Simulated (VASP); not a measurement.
Write the native input for VASP 6.6.1 that does the following.

| Item | Value |
| --- | --- |
| Task | single point |
| Functional | PBEsol |
| Potentials or basis | VASP PAW PBE potentials, release 64 (Si, Ge_d) |
| Cutoff | 520 eV |
| k mesh | 2 × 2 × 2 |
| Occupations | fermi-dirac, width 0.02 eV |
| Spin | no spin polarisation |
| Dipole correction | no |
| Further INCAR settings | LREAL = Auto; ALGO = Normal; EDIFF = 1e-07; NBANDS = 66 |

The structure of Si3Ge lies in POSCAR:

```
Si3Ge
1.0
    7.7761932354      0.0000000000      0.0000000000
    0.0000000000      7.7761932354      0.0000000000
    0.0000000000      0.0000000000      5.4836775972
Si Ge
12 4
Direct
    0.2545115508      0.0110116862      0.7736778694
    0.2469906472      0.2623858408      0.0018722837
    0.0035359204      0.2457132870      0.2537100286
    0.2405954872      0.4969007177      0.7430101292
    0.2524033213      0.7481601632      0.0026553348
   -0.0001458297      0.7487748598      0.2291281677
    0.7575924134     -0.0046687369      0.7374616630
    0.7561555921      0.2387277353      0.0013246585
    0.5035564165      0.2603064171      0.2443068500
    0.7384461556      0.4874572796      0.7695288290
    0.7426363807      0.7486560356      0.0006041566
    0.4936762608      0.7499129489      0.2465009979
    0.0193605014     -0.0117242457      0.4982674403
   -0.0164674406      0.5058866056      0.4901788904
    0.5013561111      0.0045928643      0.5077070908
    0.4996353463      0.5038208133      0.5023845679
```

The input as run:

INCAR

```
PREC     = Accurate       # precision mode
ENCUT    = 520            # plane-wave cutoff, eV
EDIFF    = 1E-7           # SCF threshold, eV
ISMEAR   = -1             # smearing method
SIGMA    = 0.02           # smearing width, eV
LREAL    = Auto         
LASPH    = T              # aspherical terms in the spheres
NELM     = 100            # most SCF steps
ALGO     = Normal         # electronic algorithm
ISIF     = 2              # what is computed and relaxed
LWAVE    = F              # write WAVECAR
LCHARG   = F              # write CHGCAR
GGA      = PS             # functional
NBANDS   = 66             # bands
```

KPOINTS

```
regular mesh
0
Gamma
  2 2 2
```

Potentials or basis: VASP PAW PBE potentials, release 64 (Si, Ge_d).

Run with:

```console
$ cat potpaw_PBE.64/Si/POTCAR potpaw_PBE.64/Ge_d/POTCAR > POTCAR
$ mpirun -np 1 vasp_std > vasp.out
```

Results of the run:

```json
{"Pressure": "-0.3 GPa", "Largest force": "1.028 eV/Å", "Band gap on the k mesh": "0.17 eV"}
```

Caveat: the k points lie up to 0.57 Å⁻¹ apart; the atoms stand as in a frame of molecular dynamics; the PAW data sets were made with another functional, which shifts forces and pressure a little.

Wall time 2.1 min on 1 thread of AMD EPYC 9R45 96-Core Processor (Zen 5), with other jobs on the host, peak memory 0.39 GiB.
